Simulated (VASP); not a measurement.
A run of VASP 6.6.1 is set up as follows.

File INCAR:

```
SYSTEM = Sb2Pt
PREC     = Accurate       ! precision mode
ENCUT    = 600            ! plane-wave cutoff, eV
EDIFF    = 1E-7           ! SCF threshold, eV
ISMEAR   = 0              ! smearing method
SIGMA    = 0.1            ! smearing width, eV
LREAL    = .False.        ! projectors in reciprocal space
LASPH    = .True.         ! aspherical terms in the spheres
NELM     = 80             ! most SCF steps
ALGO     = Normal         ! electronic algorithm
ISIF     = 3              ! what is computed and relaxed
LWAVE    = .False.        ! write WAVECAR
LCHARG   = .False.        ! write CHGCAR
GGA      = PE             ! functional
IBRION   = 2              ! ionic algorithm
NSW      = 100            ! ionic steps
EDIFFG   = -0.01          ! ionic threshold
```

File KPOINTS:

```
Automatic mesh
0
Gamma
  12 12 8
  0 0 0
```

The input POSCAR:

```
Sb2Pt
1.0
    3.9945291099      0.0000000000      0.0000000000
   -1.9972645549      3.4593636853      0.0000000000
    0.0000000000      0.0000000000      5.3147921787
Sb Pt
2 1
Direct
    0.6666666667      0.3333333333      0.7315038688
    0.3333333333      0.6666666667      0.2684961312
    0.0000000000      0.0000000000      0.0000000000
```

Potentials or basis: VASP PAW PBE potentials, release 64 (Sb, Pt).

Launch:

```sh
$ cat potpaw_PBE.64/Sb/POTCAR potpaw_PBE.64/Pt/POTCAR > POTCAR
$ mpirun -np 1 vasp_std > vasp.out
```

(1) Estimate the relaxed volume.

(2) Predict the relaxed cell.

## Answers

(1) 24.53 Å³/atom.

(2) a = 4.014 Å, b = 4.014 Å, c = 5.275 Å, α = 90.00°, β = 90.00°, γ = 120.00°.
